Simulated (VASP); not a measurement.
# MoS2: single point with PBE

**The experiment to reproduce.**

“Multiwavelength excitation Raman Scattering Analysis of bulk and 2 dimensional MoS2: Vibrational properties of atomically thin MoS2 layers”, 2015, arxiv:1506.03228 reports, for a bulk crystal of MoS2 at 300 K: band gap 1.3 eV (indirect).

The system is MoS2.

```
CELL_PARAMETERS angstrom
3.16900 0.00000 0.00000
-1.58450 2.74444 0.00000
0.00000 0.00000 12.32400
ATOMIC_POSITIONS crystal
Mo 0.33333 0.66667 0.25000
Mo 0.66667 0.33333 0.75000
S 0.33333 0.66667 0.62300
S 0.66667 0.33333 0.12300
S 0.33333 0.66667 0.87700
S 0.66667 0.33333 0.37700
```

```
Program             : VASP 6.6.1
Task                : single point
Functional          : PBE
Potentials or basis : VASP PAW PBE potentials, release 64 (Mo_sv, S)
Cutoff              : 500 eV
k mesh              : 9 × 9 × 2
Occupations         : methfessel-paxton, width 0.1 eV
Spin                : no spin polarisation
```

```yaml
Pressure: 1.9 GPa
Largest_force: 0.078 eV/Å
Band_gap_on_the_k_mesh: 0.97 eV, indirect (least direct gap 1.66 eV)
```

Forces in eV/Å, atoms in the order of the input:
```
Mo   0.000  0.000  0.000
Mo   0.000  0.000  0.000
S    0.000  0.000  0.078
S    0.000  0.000  0.078
S    0.000  0.000 -0.078
S    0.000  0.000 -0.078
```

Stress tensor (GPa, compression positive):
```
1.73 0.00 0.00
0.00 1.73 0.00
0.00 0.00 2.10
```

Levels at points of the mesh, in eV from the valence-band top:
```tsv
k point	band 24	band 25	band 26	band 27	band 28	band 29
(0.00, 0.00, 0.00)	-1.18	-1.14	0.00	2.11	2.11	2.14
(0.00, 0.00, 0.50)	-2.14	-0.26	-0.26	2.11	2.11	2.11
```

Wall time 2.4 min on 1 thread of AMD EPYC 7R43 64-Core Processor (Zen 3), with other jobs on the host, peak memory 0.21 GiB.

Measured gap of MoS2: 1.3 eV (indirect; 300 K; “Multiwavelength excitation Raman Scattering Analysis of bulk and 2 dimensional MoS2: Vibrational properties of atomically thin MoS2 layers”, 2015, arxiv:1506.03228). This calculation gives 0.97 eV (-0.33 eV). Spin-orbit coupling on Mo is left out. The value is that of PBE on a finite k mesh, which can miss the band edges, without temperature or zero-point motion. Semilocal functionals fall short of measured gaps as a rule.

Caveat: this functional lacks dispersion, which binds the layers, so the pressure and a relaxed spacing across them are unreliable.
